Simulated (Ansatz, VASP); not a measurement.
## One calculation of Sr, two programs

```
CELL_PARAMETERS angstrom
4.00687 0.00000 0.00000
-2.00343 3.55283 0.00000
0.00000 0.00000 6.71543
ATOMIC_POSITIONS crystal
Sr 0.33333 0.66667 0.25000
Sr 0.66667 0.33333 0.75000
```

Change from the starting cell: mode 4 frozen in at +0.000 Å, normal strain along x -0.0233.

Alike in both runs: task single point; functional LDA; k mesh 12 × 12 × 8; occupations gaussian, width 0.15 eV; no spin polarisation.

|  | VASP | Ansatz |
| --- | --- | --- |
| version | VASP 6.6.1 | Ansatz 0.2.0 |
| potentials or method | VASP PAW LDA potentials, release 64 (Sr_sv), cutoff 520 eV | scalar-relativistic, plane waves, PAW |
| valence electrons in the cell | 20 | 20 |

|  | VASP | Ansatz | Ansatz less VASP |
| --- | --- | --- | --- |
| gap on the k mesh at the Fermi level (eV) | none | none | - |
| pressure (GPa) | 0.3 | 0.3 | +0.01 |
| traceless stress, the component that is largest in VASP (GPa) | 0.33 | 0.33 | +0.002 |
| rms of the force components (eV/Å) | 0.014 | 0.014 | -0.0001 |

LDA's correlation is that of Perdew and Zunger in VASP and of Perdew and Wang (1992) in Ansatz. Atom by atom the forces differ by 0.000 eV/Å (rms over components). A gap of «none» marks a metal or a gap that the smearing closes.
